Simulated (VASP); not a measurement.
Wanted: the native input for a VASP 6.6.1 run.

| Property | Result |
| --- | --- |
| Task | relaxation of cell and atoms |
| Functional | PBE |
| Potentials or basis | VASP PAW PBE potentials, release 64 (Sc_sv) |
| Cutoff | 600 eV |
| k mesh | 8 × 8 × 12 |
| Occupations | gaussian, width 0.1 eV |
| Spin | no spin polarisation |
| Dipole correction | no |
| Further INCAR settings | ALGO = Normal; EDIFF = 1e-06; IBRION = 2; EDIFFG = -0.01; NSW = 100; ISIF = 3 |

The structure of Sc lies in POSCAR:

```
Sc
1.0
    5.4226760000      0.0000000000      0.0000000000
    0.0000000000      5.4226760000      0.0000000000
    0.0000000000      0.0000000000      3.4352060000
Sc
4
Direct
    0.5000000000      0.5000000000      0.0000000000
    0.0000000000      0.0000000000      0.0000000000
    0.5000000000      0.0000000000      0.5326640000
    0.0000000000      0.5000000000      0.4673360000
```

The input as run:

INCAR

```
PREC = Accurate
ENCUT = 600
EDIFF = 1E-6
ISMEAR = 0
SIGMA = 0.1
LREAL = F
LASPH = T
NELM = 100
ALGO = Normal
ISIF = 3
LWAVE = F
LCHARG = F
GGA = PE
IBRION = 2
NSW = 100
EDIFFG = -0.01
```

KPOINTS

```
regular mesh
0
Gamma
  8 8 12
```

Potentials or basis: VASP PAW PBE potentials, release 64 (Sc_sv).

Run with:

```bash
$ cat potpaw_PBE.64/Sc_sv/POTCAR > POTCAR
$ mpirun -np 1 vasp_std > vasp.out
```

Results of the run:

```yaml
Relaxed_volume: 24.92 Å³/atom
Relaxed_cell: a = 5.240 Å, b = 5.240 Å, c = 3.631 Å, α = 90.00°, β = 90.00°, γ = 90.00°
Space_group_after_relaxing_to_0.05_Å: I4/mmm (No. 139)
Energy_gained_by_relaxing: 10.4 meV/atom
Ionic_steps: 13
Pressure_after_relaxing: 0.0 GPa
Largest_force_after_relaxing: 0.006 eV/Å
Band_gap_on_the_k_mesh: zero (band 22 reaches 4.27 eV, above the bottom of band 23 at 3.53 eV)
```

Run time: 21 min on 1 thread of AMD EPYC 9R45 96-Core Processor (Zen 5), on a shared host, peak memory 0.4 GiB.
